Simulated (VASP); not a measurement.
Wanted: the native input for a VASP 6.6.1 run.

```
Task                   : single point
Functional             : PBE
Potentials or basis    : VASP PAW PBE potentials, release 64 (Si, Ni)
Cutoff                 : 600 eV
k mesh                 : 6 × 6 × 6
Occupations            : gaussian, width 0.1 eV
Spin                   : no spin polarisation
Dipole correction      : no
Further INCAR settings : ALGO = Normal; EDIFF = 1e-06; NBANDS = 16
```

The structure of Si2Ni lies in POSCAR:

```
Si2Ni
1.0
    0.0000000000      2.6931550000      2.6931550000
    2.6931550000      0.0000000000      2.6931550000
    2.6931550000      2.6931550000      0.0000000000
Si Ni
2 1
Direct
    0.2500000000      0.2500000000      0.2500000000
    0.7500000000      0.7500000000      0.7500000000
    0.0000000000      0.0000000000      0.0000000000
```

These files were run (other wordings do the same):

INCAR

```
ALGO = Normal
EDIFF = 1E-6
ENCUT = 600
GGA = PE
GGA_COMPAT = False
ISIF = 2
ISMEAR = 0
LASPH = True
LCHARG = False
LREAL = False
LWAVE = False
NBANDS = 16
NELM = 120
PREC = Accurate
SIGMA = 0.1
```

KPOINTS

```
k-points
0
Gamma
  6 6 6
```

Potentials or basis: VASP PAW PBE potentials, release 64 (Si, Ni).

The run is started by

```console
$ cat potpaw_PBE.64/Si/POTCAR potpaw_PBE.64/Ni/POTCAR > POTCAR
$ mpirun -np 1 vasp_std > vasp.out
```

It gave:

```
Pressure               : 5.6 GPa
Band gap on the k mesh : zero (band 9 reaches 12.34 eV, above the bottom of band 10 at 10.23 eV)
```

It took 24 s on 1 thread of Intel Xeon 8259CL, on a shared host, peak memory 0.17 GiB.
